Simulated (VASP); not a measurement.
# AlN (P6_3mc) in VASP: notebook

The runs below take AlN through vibrations by perturbation theory, with LDA.

Program: VASP 6.6.1. These are calculated values, not measurements. Logs are shortened: lines on timing, memory, paths and dates and some standing lists are left out, and cuts for length are marked.

## Step 1: The cell of the first run

It takes space group P6_3mc (No. 186, hexagonal). The conventional cell has a = 3.107 Å, b = 3.107 Å, c = 4.981 Å, α = 90.00°, β = 90.00°, γ = 120.00°. Al (site symmetry 3m) has 4 N at 1.89 to 1.90 Å within 2.5 Å. Within 2.5 Å of N (site symmetry 3m) lie 4 Al at 1.89 to 1.90 Å.

## Step 2: Vibrations by perturbation theory, LDA

INCAR reads:

```
SYSTEM = AlN
PREC = Accurate ; ENCUT = 520
EDIFF = 1E-8 ; ISMEAR = 0
SIGMA = 0.01 ; LREAL = .False.
LASPH = .True. ; NELM = 60
ALGO = Normal ; ISIF = 2
LWAVE = .False. ; LCHARG = .False.
GGA = CA ; IBRION = 8
NSW = 1 ; LEPSILON = .True.
```

KPOINTS reads:

```
Automatic mesh
0
Gamma
  9 9 6
  0 0 0
```

POSCAR reads:

```
AlN
1.0
    3.1067740000      0.0000000000      0.0000000000
   -1.5533870000      2.6905452078      0.0000000000
    0.0000000000      0.0000000000      4.9810000000
Al N
2 2
Direct
    0.3333333333      0.6666666667     -0.0007657506
    0.6666666667      0.3333333333      0.4992342494
    0.3333333333      0.6666666667      0.3807657506
    0.6666666667      0.3333333333      0.8807657506
```

Potentials or basis: VASP PAW LDA potentials, release 64 (Al, N).

Run with:

```sh
cat potpaw_LDA.64/Al/POTCAR potpaw_LDA.64/N/POTCAR > POTCAR
mpirun -np 1 vasp_std > vasp.out
```

OUTCAR:

```text
SYSTEM = AlN
   PREC = Accurate
   ENCUT = 520
   EDIFF = 1E-8
   ISMEAR = 0
   LREAL = .False.
   LASPH = .True.
   NELM = 60
   ISIF = 2
   GGA = CA
   IBRION = 8
   NSW = 1
   LEPSILON = .True.

 ion  position               nearest neighbor table
   1  0.333  0.667  0.999-   4 1.89   4 1.89   4 1.89   3 1.90   2 3.07   2 3.07   2 3.07   2 3.07
                             2 3.07   2 3.07
   2  0.667  0.333  0.499-   3 1.89   3 1.89   3 1.89   4 1.90   1 3.07   1 3.07   1 3.07   1 3.07
                             1 3.07   1 3.07
   3  0.333  0.667  0.381-   2 1.89   2 1.89   2 1.89   1 1.90
   4  0.667  0.333  0.881-   1 1.89   1 1.89   1 1.89   2 1.90

  LATTYP: Found a hexagonal cell.
 ALAT       =     3.1067740000
 C/A-ratio  =     1.6032707883

  Lattice vectors:

 A1 = (   3.1067740000,   0.0000000000,   0.0000000000)
 A2 = (  -1.5533870000,   2.6905452078,   0.0000000000)
 A3 = (   0.0000000000,   0.0000000000,   4.9810000000)

Analysis of symmetry for initial positions (statically):
=====================================================================
 Subroutine PRICEL returns:
 Original cell was already a primitive cell.

 Routine SETGRP: Setting up the symmetry group for a
 hexagonal supercell.

 Subroutine GETGRP returns: Found 12 space group operations
 (whereof  6 operations were pure point group operations)
 out of a pool of 24 trial point group operations.

The static configuration has the point symmetry C_3v.
 The point group associated with its full space group is C_6v.

Analysis of symmetry for dynamics (positions and initial velocities):
=====================================================================
 Subroutine PRICEL returns:
 Original cell was already a primitive cell.

 Routine SETGRP: Setting up the symmetry group for a
 hexagonal supercell.

 Subroutine GETGRP returns: Found 12 space group operations
 (whereof  6 operations were pure point group operations)
 out of a pool of 24 trial point group operations.

The dynamic configuration has the point symmetry C_3v.
 The point group associated with its full space group is C_6v.

 Subroutine INISYM returns: Found 12 space group operations
 (whereof  6 operations are pure point group operations),
 and found     1 'primitive' translations

----------------------------------------------------------------------------------------

                                     Primitive cell

  volume of cell :      41.6358

  direct lattice vectors                    reciprocal lattice vectors
     3.106774000  0.000000000  0.000000000     0.321877291  0.185835941  0.000000000
    -1.553387000  2.690545208  0.000000000     0.000000000  0.371671882  0.000000000
     0.000000000  0.000000000  4.981000000     0.000000000  0.000000000  0.200762899

  length of vectors
     3.106774000  3.106774000  4.981000000     0.371671882  0.371671882  0.200762899

  position of ions in fractional coordinates (direct lattice)
     0.333333333  0.666666667  0.999234249
     0.666666667  0.333333333  0.499234249
     0.333333333  0.666666667  0.380765751
     0.666666667  0.333333333  0.880765751

[... 555 lines left out ...]
     0.00000  0.26241  0.00000
    -0.00000  0.00000 -0.39973

[... ionic steps 4 to 9 ...]

--------------------------------------- Ionic step       10  -------------------------------------------

------------------------ aborting loop because EDIFF is reached ----------------------------------------

[... ionic steps 11 to 11 ...]

--------------------------------------- Ionic step       12  -------------------------------------------

 Free energy of the ion-electron system (eV)
  ---------------------------------------------------
  ---------------------------------------------------
  free energy    TOTEN  =        -0.24996575 eV

  energy without entropy =       -0.24996575

------------------------ aborting loop because EDIFF is reached ----------------------------------------

 INTERNAL STRAIN TENSOR  FOR ION    3  DIRECTION 3   (eV/Angst):
 -----------------------------------------------------------------------------
     5.39394 -0.00000 -0.00000
     0.00000  5.39394  0.00000
     0.00000  0.00000-11.88322

 MACROSCOPIC STATIC DIELECTRIC TENSOR (including local field effects in DFT)
 ------------------------------------------------------
           4.433340     0.000000    -0.000000
          -0.000000     4.433340     0.000000
           0.000000     0.000000     4.652738
 ------------------------------------------------------

 PIEZOELECTRIC TENSOR (including local field effects)  for field in x, y, z        (e  Angst)
          XX          YY          ZZ          XY          YZ          ZX
  --------------------------------------------------------------------------------
  x     0.00000     0.00000     0.00000     0.00000     0.00000     0.87674
  y    -0.00000    -0.00000     0.00000     0.00000     0.87674     0.00000
  z     0.68193     0.68193    -1.03877     0.00000     0.00000     0.00000

 PIEZOELECTRIC TENSOR (including local field effects)  for field in x, y, z        (C/m^2)
          XX          YY          ZZ          XY          YZ          ZX
  --------------------------------------------------------------------------------
  x     0.00000     0.00000     0.00000     0.00000     0.00000     0.33738
  y    -0.00000    -0.00000     0.00000     0.00000     0.33738     0.00000
  z     0.26241     0.26241    -0.39973     0.00000     0.00000     0.00000

 BORN EFFECTIVE CHARGES (including local field effects) (in |e|, cummulative output)
 ---------------------------------------------------------------------------------
 ion    1
    1     2.51245     0.00000    -0.00000
    2     0.00000     2.51245     0.00000
    3     0.00000     0.00000     2.67201
 ion    2
    1     2.51245     0.00000     0.00000
    2     0.00000     2.51245     0.00000
    3     0.00000     0.00000     2.67201
 ion    3
    1    -2.51245     0.00000     0.00000
    2     0.00000    -2.51245     0.00000
    3     0.00000     0.00000    -2.67201
 ion    4
    1    -2.51245    -0.00000     0.00000
    2    -0.00000    -2.51245     0.00000
    3     0.00000    -0.00000    -2.67201

 INTERNAL STRAIN TENSOR FOR ION    4 for displacements in x,y,z  (eV/Angst):
          X           Y           Z          XY          YZ          ZX
  --------------------------------------------------------------------------------
  x     0.00000     0.00000     0.00000    10.26971     0.00000     5.15960
  y    10.26971   -10.26971    -0.00000     0.00000     5.19591     0.00000
  z     5.39394     5.39394   -11.88322    -0.00000     0.00000     0.00000

 SECOND DERIVATIVES (NOT SYMMETRIZED)
 ------------------------------------
               1X          1Y          1Z          2X          2Y          2Z          3X          3Y          3Z          4X          4Y          4Z
  1X   -15.663795    0.000000    0.000000    0.648867   -0.000000   -0.000000    1.520672    0.000000   -0.000000   13.494257    0.000000    0.000000
  1Y     0.000000  -15.663795    0.000000    0.000000    0.648867    0.000000    0.000000    1.520672    0.000000    0.000000   13.494257    0.000000
  1Z     0.000000    0.000000  -21.058882    0.000000   -0.000000    8.445520    0.000000   -0.000000    6.175080    0.000000    0.000000    6.438283
  2X     0.648867   -0.000000    0.000000  -15.663795    0.000000   -0.000000   13.494257    0.000000   -0.000000    1.520672    0.000000    0.000000
  2Y     0.000000    0.648867    0.000000    0.000000  -15.663795    0.000000   -0.000000   13.494257   -0.000000    0.000000    1.520672    0.000000
  2Z     0.000000    0.000000    8.445520    0.000000    0.000000  -21.058882    0.000000   -0.000000    6.438283    0.000000    0.000000    6.175080
  3X     1.522282    0.000000   -0.000000   13.495406    0.000000   -0.000000  -15.726683    0.000000   -0.000000    0.708995    0.000000    0.000000
  3Y     0.000000    1.522282    0.000000    0.000000   13.495406    0.000000    0.000000  -15.726683    0.000000    0.000000    0.708995    0.000000
  3Z     0.000000    0.000000    6.142347    0.000000   -0.000000    6.465865    0.000000    0.000000  -19.607404    0.000000   -0.000000    6.999192
  4X    13.495406   -0.000000    0.000000    1.522282    0.000000    0.000000    0.708995    0.000000    0.000000  -15.726683    0.000000   -0.000000
  4Y     0.000000   13.495406    0.000000    0.000000    1.522282   -0.000000    0.000000    0.708995   -0.000000    0.000000  -15.726683    0.000000
  4Z     0.000000    0.000000    6.465865    0.000000   -0.000000    6.142347   -0.000000    0.000000    6.999192   -0.000000   -0.000000  -19.607404

 Eigenvectors and eigenvalues of the dynamical matrix
 ----------------------------------------------------

   1 f  =   21.552522 THz   135.418493 2PiTHz  718.914766 cm-1    89.134031 meV
             X         Y         Z           dx          dy          dz
     -0.000000  1.793697  4.977186     0.000000    0.000000   -0.013221
      1.553387  0.896848  2.486686     0.000000    0.000000    0.013221
     -0.000000  1.793697  1.896594    -0.000000   -0.000000   -0.706983
      1.553387  0.896848  4.387094    -0.000000   -0.000000    0.706983
[... 71 lines left out ...]
  12 f/i=    0.001771 THz     0.011129 2PiTHz    0.059081 cm-1     0.007325 meV
             X         Y         Z           dx          dy          dz
     -0.000000  1.793697  4.977186    -0.000000   -0.000000   -0.573703
      1.553387  0.896848  2.486686    -0.000000   -0.000000   -0.573703
     -0.000000  1.793697  1.896594    -0.000000   -0.000000   -0.413358
      1.553387  0.896848  4.387094    -0.000000   -0.000000   -0.413358

--------------------------------------------------------------------------------------------------------

 MACROSCOPIC STATIC DIELECTRIC TENSOR IONIC CONTRIBUTION
 ------------------------------------------------------
           3.653951     0.000000     0.000000
           0.000000     3.653951    -0.000000
           0.000000    -0.000000     4.921107
 ------------------------------------------------------

 ELASTIC MODULI CONTR FROM IONIC RELAXATION (kBar)
 Direction    XX          YY          ZZ          XY          YZ          ZX
 --------------------------------------------------------------------------------
 XX        -677.9619    322.0101    392.1152     -0.0000     -0.0000      0.0000
 YY         322.0101   -677.9619    392.1152      0.0000     -0.0000     -0.0000
 ZZ         392.1152    392.1152   -863.9053     -0.0000     -0.0000      0.0000
 XY          -0.0000      0.0000     -0.0000   -499.9860      0.0000     -0.0000
 YZ          -0.0000      0.0000     -0.0000      0.0000   -125.1330     -0.0000
 ZX           0.0000     -0.0000      0.0000     -0.0000     -0.0000   -133.5765
 --------------------------------------------------------------------------------

 PIEZOELECTRIC TENSOR IONIC CONTR  for field in x, y, z        (C/m^2)
          XX          YY          ZZ          XY          YZ          ZX
  --------------------------------------------------------------------------------
  x     0.00000    -0.00000     0.00000     0.00000    -0.00000    -0.65738
  y     0.00000    -0.00000    -0.00000     0.00000    -0.63627    -0.00000
  z    -0.88061    -0.88061     1.94016     0.00000     0.00000    -0.00000
```

Wall time 3 min (1 thread of Intel Xeon 6975P-C (Granite Rapids), shared host); peak memory 0.42 GiB.

What came out:

```
Electronic dielectric tensor (diagonal)                 : 4.43, 4.43, 4.65
Born charges (mean of the diagonal)                     : Al +2.57; N -2.57 e
Highest phonon frequency at Γ, LO-TO splitting left out : 719 cm⁻¹
```

Phonon frequencies in cm⁻¹ (negative: imaginary):
```csv
q point,frequencies
"(0.000, 0.000, 0.000)",0 0 0 239 239 545 610 653 653 666 666 719
```

Electronic dielectric tensor:
```
4.43 0.00 0.00
0.00 4.43 0.00
0.00 0.00 4.65
```

Born effective charge tensors (e):
atom 1, Al
```
2.51 0.00 0.00
0.00 2.51 0.00
0.00 0.00 2.67
```
atom 2, Al
```
2.51 0.00 0.00
0.00 2.51 0.00
0.00 0.00 2.67
```
atom 3, N
```
-2.51  0.00  0.00
 0.00 -2.51  0.00
 0.00  0.00 -2.67
```
atom 4, N
```
-2.51  0.00  0.00
 0.00 -2.51  0.00
 0.00  0.00 -2.67
```

Caveat: the cell stands under pressure or tension, which shifts response properties.

## Step 3: Vibrations by perturbation theory, LDA

This run uses another cell than the first one, of 10.43 Å³/atom.

INCAR reads:

```
SYSTEM = AlN
PREC = Accurate
ENCUT = 520
EDIFF = 1E-8
ISMEAR = 0
SIGMA = 0.01
LREAL = .FALSE.
LASPH = .TRUE.
NELM = 60
ALGO = Normal
ISIF = 2
LWAVE = .FALSE.
LCHARG = .FALSE.
GGA = CA
NBANDS = 16
IBRION = 8
NSW = 1
LEPSILON = .TRUE.
```

KPOINTS reads:

```
Automatic mesh
0
G
  9 9 6
  0 0 0
```

POSCAR reads:

```
AlN
1.0
    3.1130000000      0.0000000000      0.0000000000
   -1.5565000000      2.6959370820      0.0000000000
    0.0000000000      0.0000000000      4.9710380000
Al N
2 2
Direct
    0.3333333333      0.6666666667     -0.0011213075
    0.6666666667      0.3333333333      0.4988786925
    0.3333333333      0.6666666667      0.3811213075
    0.6666666667      0.3333333333      0.8811213075
```

Potentials or basis: VASP PAW LDA potentials, release 64 (Al, N).

Run with:

```sh
cat potpaw_LDA.64/Al/POTCAR potpaw_LDA.64/N/POTCAR > POTCAR
mpirun -np 1 vasp_std > vasp.out
```

OUTCAR:

```text
SYSTEM = AlN
   PREC = Accurate
   ENCUT = 520
   EDIFF = 1E-8
   ISMEAR = 0
   LREAL = .FALSE.
   LASPH = .TRUE.
   NELM = 60
   ISIF = 2
   GGA = CA
   IBRION = 8
   NSW = 1
   LEPSILON = .TRUE.

 ion  position               nearest neighbor table
   1  0.333  0.667  0.999-   4 1.89   4 1.89   4 1.89   3 1.90   2 3.07   2 3.07   2 3.07   2 3.07
                             2 3.07   2 3.07
   2  0.667  0.333  0.499-   3 1.89   3 1.89   3 1.89   4 1.90   1 3.07   1 3.07   1 3.07   1 3.07
                             1 3.07   1 3.07
   3  0.333  0.667  0.381-   2 1.89   2 1.89   2 1.89   1 1.90
   4  0.667  0.333  0.881-   1 1.89   1 1.89   1 1.89   2 1.90

  LATTYP: Found a hexagonal cell.
 ALAT       =     3.1130000000
 C/A-ratio  =     1.5968641182

  Lattice vectors:
[... 797 lines left out ...]
  4X    13.367176    0.000000    0.000000    1.529928    0.000000   -0.000000    0.723347    0.000000   -0.000000  -15.620451    0.000000    0.000000
  4Y     0.000000   13.367176   -0.000000    0.000000    1.529928    0.000000    0.000000    0.723347    0.000000   -0.000000  -15.620451   -0.000000
  4Z     0.000000   -0.000000    6.384985    0.000000   -0.000000    6.147548    0.000000   -0.000000    7.011681    0.000000    0.000000  -19.544214

 Eigenvectors and eigenvalues of the dynamical matrix
 ----------------------------------------------------

   1 f  =   21.531176 THz   135.284368 2PiTHz  718.202723 cm-1    89.045749 meV
             X         Y         Z           dx          dy          dz
     -0.000000  1.797291  4.965464     0.000000    0.000000   -0.009310
      1.556500  0.898646  2.479945     0.000000    0.000000    0.009310
     -0.000000  1.797291  1.894569    -0.000000   -0.000000   -0.707045
      1.556500  0.898646  4.380088    -0.000000   -0.000000    0.707045
[... 71 lines left out ...]
  12 f/i=    0.002027 THz     0.012738 2PiTHz    0.067624 cm-1     0.008384 meV
             X         Y         Z           dx          dy          dz
     -0.000000  1.797291  4.965464    -0.000000    0.000000   -0.573697
      1.556500  0.898646  2.479945    -0.000000    0.000000   -0.573697
     -0.000000  1.797291  1.894569    -0.000000    0.000000   -0.413366
      1.556500  0.898646  4.380088    -0.000000    0.000000   -0.413366

--------------------------------------------------------------------------------------------------------

 MACROSCOPIC STATIC DIELECTRIC TENSOR IONIC CONTRIBUTION
 ------------------------------------------------------
           3.678398    -0.000000     0.000000
          -0.000000     3.678398     0.000000
           0.000000     0.000000     4.951678
 ------------------------------------------------------

 ELASTIC MODULI CONTR FROM IONIC RELAXATION (kBar)
 Direction    XX          YY          ZZ          XY          YZ          ZX
 --------------------------------------------------------------------------------
 XX        -664.7623    319.8577    393.5415     -0.0000     -0.0000      0.0000
 YY         319.8577   -664.7623    393.5415      0.0000      0.0000     -0.0000
 ZZ         393.5415    393.5415   -898.0738      0.0000      0.0000      0.0000
 XY          -0.0000      0.0000      0.0000   -492.3100     -0.0000     -0.0000
 YZ          -0.0000      0.0000      0.0000     -0.0000   -119.1748      0.0000
 ZX           0.0000     -0.0000      0.0000     -0.0000      0.0000   -127.3985
 --------------------------------------------------------------------------------

 PIEZOELECTRIC TENSOR IONIC CONTR  for field in x, y, z        (C/m^2)
          XX          YY          ZZ          XY          YZ          ZX
  --------------------------------------------------------------------------------
  x     0.00000    -0.00000     0.00000    -0.00000     0.00000    -0.64415
  y    -0.00000    -0.00000     0.00000    -0.00000    -0.62301     0.00000
  z    -0.86953    -0.86953     1.98429    -0.00000    -0.00000    -0.00000
```

OSZICAR:

```text
N       E                     dE             d eps       ncg     rms          rms(c)
DAV:   1     0.375399991001E+02    0.37540E+02   -0.74778E+03  1544   0.900E+02
DAV:   2    -0.346230032918E+02   -0.72163E+02   -0.66961E+02  2184   0.179E+02
[... 172 lines left out ...]
RMM:   7    -0.249856786757E+00    0.47143E-06   -0.10874E-06  3493   0.197E-03    0.466E-04
RMM:   8    -0.249853944935E+00    0.28418E-05    0.24891E-07  3472   0.510E-04    0.270E-04
RMM:   9    -0.249854660232E+00   -0.71530E-06   -0.19424E-07  3566   0.134E-04    0.197E-05
RMM:  10    -0.249854634004E+00    0.26228E-07    0.24092E-08  3579   0.281E-05    0.104E-05
RMM:  11    -0.249854644082E+00   -0.10078E-07   -0.57345E-09  3638   0.134E-05    0.176E-06
RMM:  12    -0.249854640595E+00    0.34868E-08    0.16937E-09  3289   0.873E-06    0.697E-07
 Linear response finished
```

Wall time 3.8 min (1 thread of Intel Xeon 6975P-C (Granite Rapids), shared host); peak memory 0.43 GiB.

Results:

```
Electronic dielectric tensor (diagonal)                 : 4.44, 4.44, 4.65
Born charges (mean of the diagonal)                     : Al +2.57; N -2.57 e
Highest phonon frequency at Γ, LO-TO splitting left out : 718 cm⁻¹
```

Phonon frequencies in cm⁻¹ (negative: imaginary):
| q point | frequencies |
| --- | --- |
| (0.000, 0.000, 0.000) | 0 0 0 240 240 544 608 650 650 663 663 718 |

Electronic dielectric tensor:
```
4.44 0.00 0.00
0.00 4.44 0.00
0.00 0.00 4.65
```

Born effective charge tensors (e):
atom 1, Al
```
2.51 0.00 0.00
0.00 2.51 0.00
0.00 0.00 2.67
```
atom 2, Al
```
2.51 0.00 0.00
0.00 2.51 0.00
0.00 0.00 2.67
```
atom 3, N
```
-2.51  0.00  0.00
 0.00 -2.51  0.00
 0.00  0.00 -2.67
```
atom 4, N
```
-2.51  0.00  0.00
 0.00 -2.51  0.00
 0.00  0.00 -2.67
```

Caveat: the cell stands under pressure or tension, which shifts response properties.

(Continued in part 2 of 4.)
